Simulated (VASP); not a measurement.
Write the native input for VASP 6.6.1 that does the following.

```
Task                   : single point
Functional             : LDA
Potentials or basis    : VASP PAW LDA potentials, release 64 (Cu)
Cutoff                 : 520 eV
k mesh                 : 39 × 39 × 39
Occupations            : methfessel-paxton, width 0.1 eV
Spin                   : no spin polarisation
Dipole correction      : no
Further INCAR settings : ALGO = Normal; EDIFF = 1e-07; NBANDS = 12
```

The structure of Cu lies in POSCAR:

```
Cu
1.0
    0.0000000000      1.7589818850      1.7589818850
    1.7589818850      0.0000000000      1.7589818850
    1.7589818850      1.7589818850      0.0000000000
Cu
1
Direct
    0.0000000000      0.0000000000      0.0000000000
```

The input as run:

INCAR

```
SYSTEM = Cu
  ALGO = Normal
  EDIFF = 1E-7
  ENCUT = 520
  GGA = CA
  ISIF = 2
  ISMEAR = 1
  LASPH = .True.
  LCHARG = .False.
  LREAL = .False.
  LWAVE = .False.
  NBANDS = 12
  NELM = 100
  PREC = Accurate
  SIGMA = 0.1
```

KPOINTS

```
k-points
0
Gamma
  39 39 39
  0 0 0
```

Potentials or basis: VASP PAW LDA potentials, release 64 (Cu).

The run is started by

```bash
$ cat potpaw_LDA.64/Cu/POTCAR > POTCAR
$ mpirun -np 1 vasp_std > vasp.out
```

It gave:

The pressure is 0.9 GPa. The band gap on the k mesh is zero (an odd number of electrons rules out a gap without spin polarisation).

It took 5.5 min on 1 thread of AMD EPYC 7571, with other jobs on the host, peak memory 0.26 GiB.
